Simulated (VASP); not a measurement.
# HfN (P6_3/mmc) in VASP: notebook

Aim: see how the results for HfN move with the level of theory and the settings. Levels: revPBE, PBE, PBEsol. Tasks: single point.

All numbers are computed with VASP 6.6.1; they aren't measurements. Logs are shortened: lines on timing, memory, paths and dates and some standing lists are left out, and cuts for length are marked.

## 1. The cell of the first run

The structure is hexagonal, space group P6_3/mmc (No. 194). Conventional cell: a = 3.134 Å, b = 3.134 Å, c = 5.417 Å, α = 90.00°, β = 90.00°, γ = 120.00°. Within 3.0 Å of Hf (site symmetry -6m2) lie 6 N at 2.26 Å. N (site symmetry -3m) has 6 Hf at 2.26 Å and 2 N at 2.71 Å within 3.0 Å.

## 2. Single point, revPBE

The input, INCAR:

```
SYSTEM = HfN
PREC = Accurate
ENCUT = 600
EDIFF = 1E-6
ISMEAR = -1
SIGMA = 0.1
LREAL = .False.
LASPH = .True.
NELM = 120
ALGO = Normal
ISIF = 2
LWAVE = .False.
LCHARG = .True.
GGA = RE
LELF = .True.
LVHAR = .True.
NBANDS = 23
GGA_COMPAT = .False.
```

The input, KPOINTS:

```
Automatic mesh
0
Gamma
  8 8 4
  0 0 0
```

The input, POSCAR:

```
HfN
1.0
    3.1339080200      0.0000000000      0.0000000000
   -1.5669540100      2.7140439584      0.0000000000
    0.0000000000      0.0000000000      5.4167677200
Hf N
2 2
Direct
    0.6666666667      0.3333333333      0.7500000000
    0.3333333333      0.6666666667      0.2500000000
    0.0000000000      0.0000000000      0.0000000000
    0.0000000000      0.0000000000      0.5000000000
```

Potentials or basis: VASP PAW PBE potentials, release 64 (Hf_pv, N).

Started as:

```console
$ cat potpaw_PBE.64/Hf_pv/POTCAR potpaw_PBE.64/N/POTCAR > POTCAR
$ mpirun -np 1 vasp_std > vasp.out
```

OUTCAR:

```text
SYSTEM = HfN
   PREC = Accurate
   ENCUT = 600
   EDIFF = 1E-6
   ISMEAR = -1
   LREAL = .False.
   LASPH = .True.
   NELM = 120
   ISIF = 2
   GGA = RE

 ion  position               nearest neighbor table
   1  0.667  0.333  0.750-   3 2.26   4 2.26   3 2.26   4 2.26   3 2.26   4 2.26   2 3.26   2 3.26
                             2 3.26   2 3.26   2 3.26   2 3.26
   2  0.333  0.667  0.250-   3 2.26   4 2.26   3 2.26   4 2.26   3 2.26   4 2.26   1 3.26   1 3.26
                             1 3.26   1 3.26   1 3.26   1 3.26
   3  0.000  0.000  0.000-   1 2.26   2 2.26   2 2.26   1 2.26   1 2.26   2 2.26
   4  0.000  0.000  0.500-   1 2.26   2 2.26   2 2.26   1 2.26   1 2.26   2 2.26

  LATTYP: Found a hexagonal cell.
 ALAT       =     3.1339080200
 C/A-ratio  =     1.7284386413

  Lattice vectors:

 A1 = (   3.1339080200,   0.0000000000,   0.0000000000)
 A2 = (  -1.5669540100,   2.7140439584,   0.0000000000)
 A3 = (   0.0000000000,   0.0000000000,   5.4167677200)

Analysis of symmetry for initial positions (statically):
=====================================================================
 Subroutine PRICEL returns:
 Original cell was already a primitive cell.

 Routine SETGRP: Setting up the symmetry group for a
 hexagonal supercell.

 Subroutine GETGRP returns: Found 24 space group operations
 (whereof 12 operations were pure point group operations)
 out of a pool of 24 trial point group operations.

The static configuration has the point symmetry D_3d.
 The point group associated with its full space group is D_6h.

Analysis of symmetry for dynamics (positions and initial velocities):
=====================================================================
 Subroutine PRICEL returns:
 Original cell was already a primitive cell.

 Routine SETGRP: Setting up the symmetry group for a
 hexagonal supercell.

 Subroutine GETGRP returns: Found 24 space group operations
 (whereof 12 operations were pure point group operations)
 out of a pool of 24 trial point group operations.

The dynamic configuration has the point symmetry D_3d.
 The point group associated with its full space group is D_6h.

 Subroutine INISYM returns: Found 24 space group operations
 (whereof 12 operations are pure point group operations),
 and found     1 'primitive' translations

----------------------------------------------------------------------------------------

                                     Primitive cell

  volume of cell :      46.0727

  direct lattice vectors                    reciprocal lattice vectors
     3.133908020  0.000000000  0.000000000     0.319090412  0.184226935  0.000000000
    -1.566954010  2.714043958  0.000000000     0.000000000  0.368453870  0.000000000
     0.000000000  0.000000000  5.416767720     0.000000000  0.000000000  0.184611940

  length of vectors
     3.133908020  3.133908020  5.416767720     0.368453870  0.368453870  0.184611940

  position of ions in fractional coordinates (direct lattice)
     0.666666667  0.333333333  0.750000000
     0.333333333  0.666666667  0.250000000
     0.000000000  0.000000000  0.000000000
     0.000000000  0.000000000  0.500000000

  ion indices of the primitive-cell ions
   primitive index   ion index
                 1           1
                 2           2
                 3           3
                 4           4

----------------------------------------------------------------------------------------

 KPOINTS: Automatic mesh

Automatic generation of k-mesh.
 Grid dimensions read from file:
 generate k-points for:    8    8    4

 Generating k-lattice:

  Cartesian coordinates                     Fractional coordinates (reciprocal lattice)
     0.039886301  0.023028367  0.000000000     0.125000000  0.000000000  0.000000000
     0.000000000  0.046056734  0.000000000     0.000000000  0.125000000  0.000000000
     0.000000000  0.000000000  0.046152985     0.000000000  0.000000000  0.250000000

  Length of vectors
     0.046056734  0.046056734  0.046152985

  Shift w.r.t. Gamma in fractional coordinates (k-lattice)
     0.000000000  0.000000000  0.000000000

 Subroutine IBZKPT returns following result:
 ===========================================

 Found     30 irreducible k-points:

 Following reciprocal coordinates:
            Coordinates               Weight
  0.000000  0.000000  0.000000      1.000000
  0.125000  0.000000  0.000000      6.000000
  0.250000  0.000000  0.000000      6.000000
  0.375000  0.000000  0.000000      6.000000
  0.500000  0.000000  0.000000      3.000000
  0.125000  0.125000  0.000000      6.000000
[... 16 lines left out ...]
  0.250000  0.000000  0.500000      6.000000
  0.375000  0.000000  0.500000      6.000000
 [... further k-points ...]
   k-points           NKPTS =     30   k-points in BZ     NKDIM =     30   number of bands    NBANDS=     23
   number of dos      NEDOS =    301   number of ions     NIONS =      4
   total plane-waves  NPLWV =  37632
   dimension x,y,z NGX =    28 NGY =   28 NGZ =   48
   dimension x,y,z NGXF=    56 NGYF=   56 NGZF=   96
   ions per type =               2   2
   NGX,Y,Z   is equivalent  to a cutoff of  14.85, 14.85, 14.73 a.u.
   NGXF,Y,Z  is equivalent  to a cutoff of  29.71, 29.71, 29.46 a.u.
 SYSTEM =  HfN
   PREC   = accura    normal or accurate (medium, high low for compatibility)
   ISTART =      0    job   : 0-new  1-cont  2-samecut
   ICHARG =      2    charge: 1-file 2-atom 10-const
   ISPIN  =      1    spin polarized calculation?
   LNONCOLLINEAR =      F non collinear calculations
   LSORBIT =      F    spin-orbit coupling
   LASPH  =      T    aspherical Exc in radial PAW
   ENCUT  =  600.0 eV  44.10 Ry    6.64 a.u.   6.26  6.26 10.82*2*pi/ulx,y,z
   NELM   =    120;   NELMIN=  2; NELMDL= -5     # of ELM steps
   EDIFF  = 0.1E-05   stopping-criterion for ELM
   LREAL  =      F    real-space projection
   EDIFFG = 0.1E-04   stopping-criterion for IOM
   NSW    =      0    number of steps for IOM
   IBRION =     -1    ionic relax: 0-MD 1-quasi-New 2-CG
   NFREE  =      0    steps in history (QN), initial steepest desc. (CG)
   ISIF   =      2    stress and relaxation
   ISYM   =      2    0-nonsym 1-usesym 2-fastsym
   POTIM  = 0.5000    time-step for ionic-motion
   TEBEG  =    0.0;   TEEND  =   0.0 temperature during run
   PSTRESS=    0.0 pullay stress
   NELECT =      30.0000    total number of electrons
   NUPDOWN=      -1.0000    fix difference up-down
   EMIN   =  10.00;   EMAX   =-10.00  energy-range for DOS
   EFERMI =   0.00;   METHOD = LEGACY
   ISMEAR =    -1;   SIGMA  =   0.10  broadening in eV -4-tet -1-fermi 0-gaus
   EFERMI_NEDOS =   21; number of points for ismear=-14 and -15
   IALGO  =     38    algorithm
   IMIX   =      4    mixing-type and parameters
     AMIX     =   0.40;   BMIX     =  1.00
     AMIX_MAG =   1.60;   BMIX_MAG =  1.00
  volume/ion in A,a.u.               =      11.52        77.73
  Fermi-wavevector in a.u.,A,eV,Ry     =   1.418951  2.681429 27.394278  2.013423
  Thomas-Fermi vector in A             =   2.540023
   LORBIT       =      0    0 simple, 1 ext, 2 COOP (PROOUT), +10 PAW based schemes
   GGA     = RE    functional components
   LHFCALC =     F    Hartree Fock is set to
   AEXX    =    0.0000 exact exchange contribution
   IVDW    =     0    specifies the selected vdW correction
   LEPSILON=     F    determine dielectric tensor
   LRPA    =     F    only Hartree local field effects (RPA)
 non-spin polarized calculation
  energy-cutoff  :      600.00
  volume of cell :       46.07
 maximum number of plane-waves:      1581
 NGX is ok and might be reduce to    28
   NGX = 13   NGY = 13   NGZ = 21

 number of electron      29.9999998 magnetization

 Free energy of the ion-electron system (eV)
  ---------------------------------------------------
  ext. energy  EPLUGINS =         0.00000000
  ---------------------------------------------------
  free energy    TOTEN  =       -41.76536307 eV

  energy without entropy =      -41.71664631  energy(sigma->0) =      -41.74100469

 E-fermi :   7.8869     XC(G=0): -12.6908

 val. band max:        7.8845251247   @ k =   0.2500   0.2500   0.5000
 cond. band min:       7.8903185953   @ k =   0.1250   0.0000   0.2500
 fundamental gap:      0.0057934706
 Fermi energy:         7.8869202921

 k-point     1 :       0.0000    0.0000    0.0000
  band No.  band energies     occupation
      1     -23.7215      2.00000
      2     -22.8669      2.00000
      3     -22.7638      2.00000
      4     -22.7638      2.00000
      5     -22.7037      2.00000
      6     -22.7037      2.00000
[... 15 lines left out ...]
     22      13.6662      0.00000
     23      13.6662      0.00000

 k-point     2 :       0.1250    0.0000    0.0000
  band No.  band energies     occupation
      1     -23.6668      2.00000
      2     -22.8952      2.00000
      3     -22.8721      2.00000
      4     -22.8272      2.00000
      5     -22.8035      2.00000
      6     -22.7170      2.00000
[... 15 lines left out ...]
     22      13.1261      0.00000
     23      13.6159      0.00000

 k-point     3 :       0.2500    0.0000    0.0000
  band No.  band energies     occupation
      1     -23.5227      2.00000
      2     -23.2154      2.00000
      3     -23.0961      2.00000
      4     -22.8950      2.00000
      5     -22.8881      2.00000
      6     -22.7588      2.00000
[... 15 lines left out ...]
     22      13.1692      0.00000
     23      13.4030      0.00000

 k-point     4 :       0.3750    0.0000    0.0000
  band No.  band energies     occupation
      1     -23.5216      2.00000
      2     -23.3467      2.00000
      3     -23.3458      2.00000
      4     -22.9661      2.00000
      5     -22.9482      2.00000
      6     -22.8056      2.00000
[... 15 lines left out ...]
     22      13.8141      0.00000
     23      14.7779      0.00000

 k-point     5 :       0.5000    0.0000    0.0000
  band No.  band energies     occupation
      1     -23.6436      2.00000
      2     -23.4470      2.00000
      3     -23.2445      2.00000
      4     -22.9975      2.00000
      5     -22.9973      2.00000
      6     -22.8256      2.00000
[... 15 lines left out ...]
     22      13.8578      0.00000
     23      15.7229      0.00000

 k-point     6 :       0.1250    0.1250    0.0000
  band No.  band energies     occupation
      1     -23.5673      2.00000
      2     -23.0785      2.00000
      3     -23.0571      2.00000
      4     -22.8862      2.00000
      5     -22.8413      2.00000
      6     -22.7770      2.00000
[... 15 lines left out ...]
     22      12.7746      0.00000
     23      12.8218      0.00000

 k-point     7 :       0.2500    0.1250    0.0000
  band No.  band energies     occupation
      1     -23.4050      2.00000
      2     -23.3803      2.00000
      3     -23.2590      2.00000
      4     -22.9616      2.00000
      5     -22.9254      2.00000
      6     -22.8501      2.00000
[... 353 lines left out ...]
     22      14.3620      0.00000
     23      15.4854      0.00000

 k-point    21 :       0.0000    0.0000    0.5000
  band No.  band energies     occupation
      1     -23.3140      2.00000
      2     -23.3140      2.00000
      3     -22.7338      2.00000
      4     -22.7338      2.00000
      5     -22.7338      2.00000
      6     -22.7338      2.00000
[... 15 lines left out ...]
     22      10.9925      0.00000
     23      12.3961      0.00000

 k-point    22 :       0.1250    0.0000    0.5000
  band No.  band energies     occupation
      1     -23.3062      2.00000
      2     -23.3062      2.00000
      3     -22.8393      2.00000
      4     -22.8393      2.00000
      5     -22.7604      2.00000
      6     -22.7604      2.00000
[... 15 lines left out ...]
     22      12.3421      0.00000
     23      13.1506      0.00000

 k-point    23 :       0.2500    0.0000    0.5000
  band No.  band energies     occupation
      1     -23.3524      2.00000
      2     -23.3524      2.00000
      3     -23.0170      2.00000
      4     -23.0170      2.00000
      5     -22.8239      2.00000
      6     -22.8239      2.00000
[... 15 lines left out ...]
     22      13.1441      0.00000
     23      14.3961      0.00000

 k-point    24 :       0.3750    0.0000    0.5000
  band No.  band energies     occupation
      1     -23.5332      2.00000
      2     -23.5332      2.00000
      3     -23.0447      2.00000
      4     -23.0447      2.00000
      5     -22.8866      2.00000
      6     -22.8866      2.00000
[... 15 lines left out ...]
     22      13.5004      0.00000
     23      15.2560      0.00000

 [... further k-points ...]

------------------------ aborting loop because EDIFF is reached ----------------------------------------

  FORCE on cell =-STRESS in cart. coord.  units (eV):
  Direction    XX          YY          ZZ          XY          YZ          ZX
  --------------------------------------------------------------------------------------
  -------------------------------------------------------------------------------------
  Total        2.0863865      2.0863865      2.1770091      0.0000000      0.0000000      0.0000000
  in kB       72.5541069     72.5541069     75.7055099      0.0000000      0.0000000      0.0000000
  external PRESSURE =      73.6045746 kB  Pullay stress =       0.0000000 kB

 VOLUME and BASIS-vectors are now :
 -----------------------------------------------------------------------------
  energy-cutoff  :      600.00
  volume of cell :       46.07
      direct lattice vectors                 reciprocal lattice vectors
     3.133908020  0.000000000  0.000000000     0.319090412  0.184226935  0.000000000
    -1.566954010  2.714043958  0.000000000     0.000000000  0.368453870  0.000000000
     0.000000000  0.000000000  5.416767720     0.000000000  0.000000000  0.184611940

 POSITION                                       TOTAL-FORCE (eV/Angst)
 -----------------------------------------------------------------------------------
      1.56695      0.90468      4.06258        -0.000000     -0.000000      0.000000
     -0.00000      1.80936      1.35419         0.000000      0.000000      0.000000
      0.00000      0.00000      0.00000         0.000000     -0.000000      0.000000
      0.00000      0.00000      2.70838         0.000000     -0.000000      0.000000
 -----------------------------------------------------------------------------------
    total drift:                               -0.000000      0.000000     -0.000000

  FREE ENERGIE OF THE ION-ELECTRON SYSTEM (eV)
  ---------------------------------------------------
  free  energy   TOTEN  =       -41.7653630721 eV

  energy  without entropy=      -41.7166463118  energy(sigma->0) =      -41.74100469
```

Run time: 44 s. Hardware: 1 thread of Intel Xeon Platinum 8259CL at 2.50GHz (Skylake/Cascade Lake), shared host; peak memory 0.2 GiB.

Results:

- Free energy: -41.7654 eV
- Pressure: 7.4 GPa
- Band gap on the k mesh: zero (bands 15 and 16 overlap by 2.31 eV)

Caveat: the cell stands under pressure; the PAW data sets were made with another functional, which shifts forces and pressure a little; spin-orbit coupling is left out, which moves the levels of the heavy elements.

## 3. Single point, PBE

The input, INCAR:

```
SYSTEM = HfN
PREC = Accurate
ENCUT = 600
EDIFF = 1E-6
ISMEAR = -1
SIGMA = 0.1
LREAL = .FALSE.
LASPH = .TRUE.
NELM = 120
ALGO = Normal
ISIF = 2
LWAVE = .FALSE.
LCHARG = .FALSE.
GGA = PE
NBANDS = 23
GGA_COMPAT = .FALSE.
```

The input, KPOINTS:

```
regular mesh
0
G
  8 8 4
  0 0 0
```

POSCAR is that of step 2.

Potentials or basis: VASP PAW PBE potentials, release 64 (Hf_pv, N).

Started as:

```console
$ cat potpaw_PBE.64/Hf_pv/POTCAR potpaw_PBE.64/N/POTCAR > POTCAR
$ mpirun -np 1 vasp_std > vasp.out
```

Run time: 44 s. Hardware: 1 thread of Intel Xeon Platinum 8259CL at 2.50GHz (Skylake/Cascade Lake), shared host; peak memory 0.2 GiB.

The run converged. Its results:

```yaml
Free_energy: -43.4016 eV
Pressure: 4.0 GPa
Band_gap_on_the_k_mesh: zero (bands 15 and 16 overlap by 2.30 eV)
```

Stress tensor (GPa, compression positive):
```
3.87 0.00 0.00
0.00 3.87 0.00
0.00 0.00 4.14
```

Levels at points of the mesh, in eV from the Fermi level:
| k point | band 11 | band 12 | band 13 | band 14 | band 15 | band 16 | band 17 | band 18 | band 19 | band 20 |
| --- | --- | --- | --- | --- | --- | --- | --- | --- | --- | --- |
| (0.00, 0.00, 0.00) | -4.59 | -3.46 | -3.46 | -1.60 | -0.45 | 0.88 | 0.88 | 1.18 | 2.01 | 2.01 |
| (0.50, 0.00, 0.00) | -5.64 | -5.33 | -3.13 | -2.65 | -2.30 | 2.58 | 2.89 | 4.59 | 4.81 | 5.65 |
| (0.00, 0.00, 0.50) | -4.24 | -4.24 | -4.24 | -4.24 | 2.00 | 2.00 | 3.06 | 3.06 | 3.06 | 3.06 |
| (0.50, 0.00, 0.50) | -5.32 | -5.32 | -4.34 | -4.34 | -0.13 | -0.13 | 4.86 | 4.86 | 4.95 | 4.95 |

Caveat: the cell stands under pressure; spin-orbit coupling is left out, which moves the levels of the heavy elements.

[end of part 1 of 2]
